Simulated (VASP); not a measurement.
## MgO: single point with PBEsol

Crystal: MgO.

```
Mg O
1.0
     3.46996    0.00000    0.00000
    -1.73498    3.00507    0.00000
     0.00000    0.00000    4.42524
Mg O
2 2
Direct
  0.66667 0.33333 0.75000
  0.33333 0.66667 0.25000
  0.66667 0.33333 0.25000
  0.33333 0.66667 0.75000
```

This cell differs from its parent crystal: volume 11.536 Å^3 an atom, c/a of the conventional cell 1.2753.

* Program: VASP 6.6.1
* Task: single point
* Functional: PBEsol
* Potentials or basis: VASP PAW PBE potentials, release 64 (Mg, O)
* Cutoff: 520 eV
* k mesh: 9 × 9 × 6
* Occupations: gaussian, width 0.05 eV
* Spin: no spin polarisation

```
Pressure               : -4.6 GPa
Band gap on the k mesh : 2.99 eV, direct
```

Stress tensor (GPa, compression positive):
```
-1.99  0.00  0.00
 0.00 -1.99  0.00
 0.00  0.00 -9.85
```

Levels at points of the mesh, in eV from the valence-band top:
```tsv
k point	band 6	band 7	band 8	band 9	band 10	band 11
(0.00, 0.00, 0.00)	-0.90	-0.90	0.00	2.99	8.76	11.11
(0.00, 0.00, 0.50)	-1.29	-1.29	-1.29	5.96	5.96	12.81
```

Wall time 20 s on 1 thread of Intel(R) Xeon(R) Platinum 8488C (Sapphire Rapids), with other jobs on the host, peak memory 0.19 GiB.

Caveat: the PAW data sets were made with another functional, which shifts forces and pressure a little.
